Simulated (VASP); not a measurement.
**Ba2C: single point with PBE-based screened hybrid with 100 % exact exchange**

Crystal: Ba2C.

```
C Ba
1.0
     0.00000    3.50665    3.50665
     3.50665    0.00000    3.50665
     3.50665    3.50665    0.00000
C Ba
1 2
Direct
  0.00000 0.00000 0.00000
  0.25000 0.25000 0.25000
  0.75000 0.75000 0.75000
```

```
Program                            : VASP 6.6.1
Task                               : single point
Functional                         : PBE-based screened hybrid with 100 % exact exchange
Potentials or basis                : VASP PAW PBE potentials, release 64 (C, Ba_sv)
Cutoff                             : 520 eV
k mesh                             : 4 × 4 × 4
Occupations                        : fermi-dirac, width 0.02 eV
Spin                               : no spin polarisation
Dipole correction                  : no
Grid for exact exchange (PRECFOCK) : Normal
Share of exact exchange            : 1
Further INCAR settings             : ALGO = Normal; EDIFF = 1e-06; NBANDS = 19
Screening parameter                : 0.2078 1/Å
```

- Pressure: 0.1 GPa
- Band gap on the k mesh: 1.70 eV

Levels at points of the mesh, in eV from the valence-band top:
```
           k point  band 8  band 9  band 10  band 11  band 12  band 13  band 14  band 15  band 16  band 17
(0.00, 0.00, 0.00)  -16.54  -12.42    -2.72    -2.72    -2.72     2.14     2.99     2.99     8.27     8.27
(0.50, 0.00, 0.00)  -17.38  -11.36    -1.21    -1.21    -0.96     3.66     4.97     4.97     7.37     7.37
(0.50, 0.50, 0.00)  -16.05  -11.49    -2.15     0.00     0.00     1.70     4.34     4.76     7.55     7.55
```

Run time: 35 min on 1 thread of Intel(R) Xeon(R) Platinum 8259CL CPU @ 2.50GHz (Skylake/Cascade Lake), on a shared host, peak memory 0.36 GiB.

Caveat: the structure was generated, so it needn't be the stable form of Ba2C; the PAW data sets were made with another functional, which shifts forces and pressure a little; spin-orbit coupling is left out, which moves the levels of the heavy elements. A k mesh can miss the band edges.
